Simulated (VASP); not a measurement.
# Zn in VASP: single point with LDA

Aim: the single point of Zn with LDA.

All numbers are computed with VASP 6.6.1; they aren't measurements. Logs are shortened: lines on timing, memory, paths and dates and some standing lists are left out, and cuts for length are marked.

## (1) The cell of the first run

The cell holds a slab with vacuum, 5 atoms: a = 2.551 Å, b = 2.551 Å, c = 24.701 Å, α = 90.00°, β = 90.00°, γ = 120.00°.

## (2) Single point, LDA

The input, INCAR:

```
ALGO     = Fast           # electronic algorithm
DIPOL    = 0.5 0.5 0.500
EDIFF    = 1E-7           # SCF threshold, eV
ENCUT    = 520            # plane-wave cutoff, eV
GGA      = CA             # functional
IDIPOL   = 3            
ISIF     = 2              # what is computed and relaxed
ISMEAR   = 0              # smearing method
LASPH    = True           # aspherical terms in the spheres
LCHARG   = False          # write CHGCAR
LDIPOL   = True         
LREAL    = False          # projectors in reciprocal space
LWAVE    = False          # write WAVECAR
NBANDS   = 38             # bands
NELM     = 100            # most SCF steps
PREC     = Accurate       # precision mode
SIGMA    = 0.1            # smearing width, eV
```

The input, KPOINTS:

```
k-points
0
Gamma
  15 15 1
```

The input, POSCAR:

```
Zn
1.0
    2.5514179379      0.0000000000      0.0000000000
   -1.2757089690      2.2095927499      0.0000000000
    0.0000000000      0.0000000000     24.7014780296
Zn
5
Direct
    0.3333333333      0.6666666667      0.3036255560
    0.6666666667      0.3333333333      0.4018127780
    0.3333333333      0.6666666667      0.5000000000
    0.6666666667      0.3333333333      0.5981872220
    0.3333333333      0.6666666667      0.6963744440
```

Potentials or basis: VASP PAW LDA potentials, release 64 (Zn).

Run with:

```console
$ cat potpaw_LDA.64/Zn/POTCAR > POTCAR
$ mpirun -np 1 vasp_std > vasp.out
```

OUTCAR:

```text
EDIFF = 1E-7
   ENCUT = 520
   GGA = CA
   ISIF = 2
   ISMEAR = 0
   LASPH = True
   LREAL = False
   NELM = 100
   PREC = Accurate

 ion  position               nearest neighbor table
   1  0.333  0.667  0.304-   2 2.84   2 2.84   2 2.84
   2  0.667  0.333  0.402-   1 2.84   3 2.84   1 2.84   3 2.84   1 2.84   3 2.84
   3  0.333  0.667  0.500-   2 2.84   4 2.84   2 2.84   4 2.84   2 2.84   4 2.84
   4  0.667  0.333  0.598-   3 2.84   5 2.84   3 2.84   5 2.84   3 2.84   5 2.84
   5  0.333  0.667  0.696-   4 2.84   4 2.84   4 2.84

  LATTYP: Found a hexagonal cell.
 ALAT       =     2.5514179379
 C/A-ratio  =     9.6814707080

  Lattice vectors:

 A1 = (   2.5514179379,   0.0000000000,   0.0000000000)
 A2 = (  -1.2757089690,   2.2095927499,   0.0000000000)
 A3 = (   0.0000000000,   0.0000000000,  24.7014780296)

Analysis of symmetry for initial positions (statically):
=====================================================================
 Subroutine PRICEL returns:
 Original cell was already a primitive cell.

 Routine SETGRP: Setting up the symmetry group for a
 hexagonal supercell.

 Subroutine GETGRP returns: Found 12 space group operations
 (whereof 12 operations were pure point group operations)
 out of a pool of 24 trial point group operations.

The static configuration has the point symmetry D_3h.

Analysis of symmetry for dynamics (positions and initial velocities):
=====================================================================
 Subroutine PRICEL returns:
 Original cell was already a primitive cell.

 Routine SETGRP: Setting up the symmetry group for a
 hexagonal supercell.

 Subroutine GETGRP returns: Found 12 space group operations
 (whereof 12 operations were pure point group operations)
 out of a pool of 24 trial point group operations.

The dynamic configuration has the point symmetry D_3h.

 Subroutine INISYM returns: Found 12 space group operations
 (whereof 12 operations are pure point group operations),
 and found     1 'primitive' translations

----------------------------------------------------------------------------------------

                                     Primitive cell

  volume of cell :     139.2569

  direct lattice vectors                    reciprocal lattice vectors
     2.551417938  0.000000000  0.000000000     0.391938924  0.226286043  0.000000000
    -1.275708969  2.209592750  0.000000000     0.000000000  0.452572086  0.000000000
     0.000000000  0.000000000 24.701478030     0.000000000  0.000000000  0.040483407

  length of vectors
     2.551417938  2.551417938 24.701478030     0.452572086  0.452572086  0.040483407

  position of ions in fractional coordinates (direct lattice)
     0.333333333  0.666666667  0.303625556
     0.666666667  0.333333333  0.401812778
     0.333333333  0.666666667  0.500000000
     0.666666667  0.333333333  0.598187222
     0.333333333  0.666666667  0.696374444

  ion indices of the primitive-cell ions
   primitive index   ion index
                 1           1
                 2           2
                 3           3
                 4           4
                 5           5

----------------------------------------------------------------------------------------

 KPOINTS: k-points

Automatic generation of k-mesh.
 Grid dimensions read from file:
 generate k-points for:   15   15    1

 Generating k-lattice:

  Cartesian coordinates                     Fractional coordinates (reciprocal lattice)
     0.026129262  0.015085736  0.000000000     0.066666667  0.000000000  0.000000000
     0.000000000  0.030171472  0.000000000     0.000000000  0.066666667  0.000000000
     0.000000000  0.000000000  0.040483407     0.000000000  0.000000000  1.000000000

  Length of vectors
     0.030171472  0.030171472  0.040483407

  Shift w.r.t. Gamma in fractional coordinates (k-lattice)
     0.000000000  0.000000000  0.000000000

 Subroutine IBZKPT returns following result:
 ===========================================

 Found     27 irreducible k-points:

 Following reciprocal coordinates:
            Coordinates               Weight
  0.000000  0.000000  0.000000      1.000000
  0.066667 -0.000000  0.000000      6.000000
  0.133333 -0.000000  0.000000      6.000000
  0.200000 -0.000000  0.000000      6.000000
  0.266667 -0.000000  0.000000      6.000000
  0.333333 -0.000000  0.000000      6.000000
[... 16 lines left out ...]
  0.333333  0.200000  0.000000     12.000000
  0.400000  0.200000  0.000000      6.000000
 [... further k-points ...]
   k-points           NKPTS =     27   k-points in BZ     NKDIM =     27   number of bands    NBANDS=     38
   number of dos      NEDOS =    301   number of ions     NIONS =      5
   total plane-waves  NPLWV =  76800
   dimension x,y,z NGX =    20 NGY =   20 NGZ =  192
   dimension x,y,z NGXF=    40 NGYF=   40 NGZF=  384
   ions per type =               5
   NGX,Y,Z   is equivalent  to a cutoff of  13.03, 13.03, 12.92 a.u.
   NGXF,Y,Z  is equivalent  to a cutoff of  26.06, 26.06, 25.84 a.u.
 SYSTEM =  unknown system
   PREC   = accura    normal or accurate (medium, high low for compatibility)
   ISTART =      0    job   : 0-new  1-cont  2-samecut
   ICHARG =      2    charge: 1-file 2-atom 10-const
   ISPIN  =      1    spin polarized calculation?
   LNONCOLLINEAR =      F non collinear calculations
   LSORBIT =      F    spin-orbit coupling
   LASPH  =      T    aspherical Exc in radial PAW
   ENCUT  =  520.0 eV  38.22 Ry    6.18 a.u.   4.74  4.74 45.93*2*pi/ulx,y,z
   NELM   =    100;   NELMIN=  2; NELMDL= -5     # of ELM steps
   EDIFF  = 0.1E-06   stopping-criterion for ELM
   LREAL  =      F    real-space projection
   EDIFFG = 0.1E-05   stopping-criterion for IOM
   NSW    =      0    number of steps for IOM
   IBRION =     -1    ionic relax: 0-MD 1-quasi-New 2-CG
   NFREE  =      0    steps in history (QN), initial steepest desc. (CG)
   ISIF   =      2    stress and relaxation
   ISYM   =      2    0-nonsym 1-usesym 2-fastsym
   POTIM  = 0.5000    time-step for ionic-motion
   TEBEG  =    0.0;   TEEND  =   0.0 temperature during run
   PSTRESS=    0.0 pullay stress
   NELECT =      60.0000    total number of electrons
   NUPDOWN=      -1.0000    fix difference up-down
   EMIN   =  10.00;   EMAX   =-10.00  energy-range for DOS
   EFERMI =   0.00;   METHOD = LEGACY
   ISMEAR =     0;   SIGMA  =   0.10  broadening in eV -4-tet -1-fermi 0-gaus
   EFERMI_NEDOS =   21; number of points for ismear=-14 and -15
   IALGO  =     68    algorithm
   IMIX   =      4    mixing-type and parameters
     AMIX     =   0.40;   BMIX     =  1.00
     AMIX_MAG =   1.60;   BMIX_MAG =  1.00
  volume/ion in A,a.u.               =      27.85       187.95
  Fermi-wavevector in a.u.,A,eV,Ry     =   1.236478  2.336604 20.801639  1.528877
  Thomas-Fermi vector in A             =   2.371085
   LORBIT       =      0    0 simple, 1 ext, 2 COOP (PROOUT), +10 PAW based schemes
   GGA     = CA    functional components
   LHFCALC =     F    Hartree Fock is set to
   AEXX    =    0.0000 exact exchange contribution
   IVDW    =     0    specifies the selected vdW correction
   LEPSILON=     F    determine dielectric tensor
   LRPA    =     F    only Hartree local field effects (RPA)
 non-spin polarized calculation
 RMM-DIIS sequential band-by-band and
 Gauss-broadening in eV      SIGMA  =   0.10
  energy-cutoff  :      520.00
  volume of cell :      139.26
 maximum number of plane-waves:      3799
 NGX is ok and might be reduce to    20
   NGX =  9   NGY =  9   NGZ = 91

 dipolmoment           0.000000      0.000000      0.000000 electrons x Angstroem

 number of electron      59.9999974 magnetization

 dipolmoment           0.000000      0.000000     -0.000000 electrons x Angstroem

 Free energy of the ion-electron system (eV)
  ---------------------------------------------------
  ext. energy  EPLUGINS =         0.00000000
  ---------------------------------------------------
  free energy    TOTEN  =        -9.00668368 eV

  energy without entropy =       -9.00261190  energy(sigma->0) =       -9.00464779

 E-fermi :  -0.5586     XC(G=0):  -6.8046

 val. band max:       -0.6112105859   @ k =   0.4000   0.2000   0.0000
 cond. band min:      -0.3520366513   @ k =   0.3333   0.2667   0.0000
 fundamental gap:      0.2591739346
 Fermi energy:        -0.5585530506

 k-point     1 :       0.0000    0.0000    0.0000
  band No.  band energies     occupation
      1     -11.4596      2.00000
      2     -10.7887      2.00000
      3     -10.0621      2.00000
      4      -9.5761      2.00000
      5      -9.5649      2.00000
      6      -8.7612      2.00000
[... 30 lines left out ...]
     37       6.2920      0.00000
     38       6.3960      0.00000

 k-point     2 :       0.0667   -0.0000    0.0000
  band No.  band energies     occupation
      1     -11.3160      2.00000
      2     -10.6498      2.00000
      3      -9.9429      2.00000
      4      -9.4850      2.00000
      5      -9.4839      2.00000
      6      -8.7451      2.00000
[... 30 lines left out ...]
     37       6.4284      0.00000
     38       6.5320      0.00000

 k-point     3 :       0.1333   -0.0000    0.0000
  band No.  band energies     occupation
      1     -10.8954      2.00000
      2     -10.2501      2.00000
      3      -9.6220      2.00000
      4      -9.2697      2.00000
      5      -9.2425      2.00000
      6      -8.7099      2.00000
[... 30 lines left out ...]
     37       6.8347      0.00000
[... 781 lines left out ...]
 k-point    23 :       0.3333    0.2000    0.0000
  band No.  band energies     occupation
      1      -9.0383      2.00000
      2      -9.0079      2.00000
      3      -8.9335      2.00000
      4      -8.8419      2.00000
      5      -8.7806      2.00000
      6      -8.7290      2.00000
[... 30 lines left out ...]
     37       5.1957      0.00000
     38       5.5587      0.00000

 k-point    24 :       0.4000    0.2000    0.0000
  band No.  band energies     occupation
      1      -9.0598      2.00000
      2      -9.0195      2.00000
      3      -8.9499      2.00000
      4      -8.8616      2.00000
      5      -8.7840      2.00000
      6      -8.7213      2.00000
[... 30 lines left out ...]
     37       5.2931      0.00000
     38       5.4157      0.00000

 [... further k-points ...]

------------------------ aborting loop because EDIFF is reached ----------------------------------------

 vacuum level on the upper side and lower side of the slab       (xc-potential included)        -0.090        -0.090

  FORCE on cell =-STRESS in cart. coord.  units (eV):
  Direction    XX          YY          ZZ          XY          YZ          ZX
  --------------------------------------------------------------------------------------
  -------------------------------------------------------------------------------------
  Total       -0.5897253     -0.5897253     -0.3624951      0.0000000      0.0000000     -0.0000000
  in kB       -6.7849014     -6.7849014     -4.1705753      0.0000000      0.0000000     -0.0000000
  external PRESSURE =      -5.9134593 kB  Pullay stress =       0.0000000 kB

 VOLUME and BASIS-vectors are now :
 -----------------------------------------------------------------------------
  energy-cutoff  :      520.00
  volume of cell :      139.26
      direct lattice vectors                 reciprocal lattice vectors
     2.551417938  0.000000000  0.000000000     0.391938924  0.226286043  0.000000000
    -1.275708969  2.209592750  0.000000000     0.000000000  0.452572086  0.000000000
     0.000000000  0.000000000 24.701478030     0.000000000  0.000000000  0.040483407

 POSITION                                       TOTAL-FORCE (eV/Angst)
 -----------------------------------------------------------------------------------
     -0.00000      1.47306      7.50000         0.000000      0.000000      0.007595
      1.27571      0.73653      9.92537        -0.000000     -0.000000      0.059644
     -0.00000      1.47306     12.35074        -0.000000      0.000000      0.000000
      1.27571      0.73653     14.77611        -0.000000     -0.000000     -0.059644
     -0.00000      1.47306     17.20148         0.000000      0.000000     -0.007595
 -----------------------------------------------------------------------------------
    total drift:                               -0.000000      0.000000      0.000000

  FREE ENERGIE OF THE ION-ELECTRON SYSTEM (eV)
  ---------------------------------------------------
  free  energy   TOTEN  =        -9.0066836773 eV

  energy  without entropy=       -9.0026118980  energy(sigma->0) =       -9.00464779

 vacuum level on the upper side and lower side of the slab         3.824         3.824
```

It took 4.4 min on 1 thread of Intel Xeon Platinum 8259CL at 2.50GHz (Skylake/Cascade Lake), shared host; peak memory 0.25 GiB.

What came out:

- Free energy: -9.0067 eV
- Largest force: 0.060 eV/Å
- Band gap on the k mesh: zero (band 30 reaches 0.83 eV, above the bottom of band 31 at -3.50 eV)

Forces in eV/Å, atoms in the order of the input:
```
Zn   0.000  0.000  0.008
Zn   0.000  0.000  0.060
Zn   0.000  0.000  0.000
Zn   0.000  0.000 -0.060
Zn   0.000  0.000 -0.008
```

Levels at points of the mesh, in eV from the Fermi level:
```
           k point  band 27  band 28  band 29  band 30  band 31  band 32  band 33  band 34
(0.00, 0.00, 0.00)    -6.98    -6.98    -6.53    -4.57    -2.94    -0.20     2.30     3.84
```
